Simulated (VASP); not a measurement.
A run of VASP 6.6.1 is set up as follows.

The input INCAR:

```
SYSTEM = GaAs
PREC = Accurate
ENCUT = 520
EDIFF = 1E-6
ISMEAR = 0
SIGMA = 0.1
LREAL = .FALSE.
LASPH = .TRUE.
NELM = 100
ALGO = Normal
ISIF = 2
LWAVE = .FALSE.
LCHARG = .FALSE.
GGA = PE
NBANDS = 46
```

KPOINTS

```
regular mesh
0
G
  2 4 4
  0 0 0
```

Contents of POSCAR:

```
GaAs
1.0
    7.6952952100      0.0000000000      0.0000000000
    0.0000000000      4.3816005500      0.0000000000
    0.0000000000      0.0000000000      4.1487817700
Ga As
4 4
Direct
    0.7500000000      0.0000000000      0.3554073800
    0.0000000000      0.5000000000      0.0000000000
    0.2500000000      0.0000000000      0.6445926200
    0.5000000000      0.5000000000      0.0000000000
    0.7500000000      0.5000000000      0.6445926200
    0.0000000000      0.0000000000      0.0000000000
    0.2500000000      0.5000000000      0.3554073800
    0.5000000000      0.0000000000      0.0000000000
```

Potentials or basis: VASP PAW PBE potentials, release 64 (Ga_d, As).

Command:

```bash
$ cat potpaw_PBE.64/Ga_d/POTCAR potpaw_PBE.64/As/POTCAR > POTCAR
$ mpirun -np 1 vasp_std > vasp.out
```

Predict the pressure.

25.7 GPa.

What does it give for the band gap on the k mesh?

Zero (band 36 reaches 7.12 eV, above the bottom of band 37 at 6.83 eV).

Predict the largest force.

1.670 eV/Å.

Forces in eV/Å, atoms in the order of the input:
```
Ga   0.000  0.000  1.088
Ga   0.000  0.000  0.000
Ga   0.000  0.000 -1.088
Ga   0.000  0.000  0.000
As   0.000  0.000 -1.670
As   0.000  0.000  0.000
As   0.000  0.000  1.670
As   0.000  0.000  0.000
```

Caveat: the k points lie up to 0.41 Å⁻¹ apart; forces of over 1 eV/Å act on the atoms, so gaps and moduli don't describe the material at rest.
